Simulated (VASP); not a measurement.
Set up this calculation in VASP 6.6.1, as the native input.

| Item | Value |
| --- | --- |
| Task | single point |
| Functional | PBE |
| Potentials or basis | VASP PAW PBE potentials, release 64 (Ti_sv) |
| Cutoff | 520 eV |
| k mesh | 14 × 14 × 8 |
| Occupations | gaussian, width 0.1 eV |
| Spin | no spin polarisation |
| Dipole correction | no |
| Further INCAR settings | ALGO = Fast; EDIFF = 1e-06; NBANDS = 19 |

The structure of Ti lies in POSCAR:

```
Ti
1.0
    2.8577514273      0.0097349929     -0.0083189940
   -1.4204449625      2.5188906464      0.0216085972
   -0.0132145200      0.0320053800      4.5903587400
Ti
2
Direct
    0.2522910078      0.6634295886      0.2685253948
    0.7477089922      0.3365704114      0.7314746052
```

This cell differs from its parent crystal: strained and its atoms moved.

The input as run:

INCAR

```
PREC = Accurate ; ENCUT = 520
EDIFF = 1E-6 ; ISMEAR = 0
SIGMA = 0.1 ; LREAL = False
LASPH = True ; NELM = 80
ALGO = Fast ; ISIF = 2
LWAVE = False ; LCHARG = True
GGA = PE ; LELF = True
LVHAR = True ; NBANDS = 19
```

KPOINTS

```
Automatic mesh
0
Gamma
  14 14 8
```

Potentials or basis: VASP PAW PBE potentials, release 64 (Ti_sv).

Command:

```bash
$ cat potpaw_PBE.64/Ti_sv/POTCAR > POTCAR
$ mpirun -np 1 vasp_std > vasp.out
```

It gave:

| Property | Result |
| --- | --- |
| Pressure | 5.7 GPa |
| Largest force | 0.965 eV/Å |
| Band gap on the k mesh | zero (bands 12 and 13 overlap by 1.23 eV) |

Caveat: the cell differs from its parent crystal (strained and its atoms moved); the stress differs along the axes, from 2 to 8 GPa.

Wall time 21 min on 1 thread of AMD EPYC 9R45 96-Core Processor (Zen 5), on a shared host, peak memory 0.44 GiB.
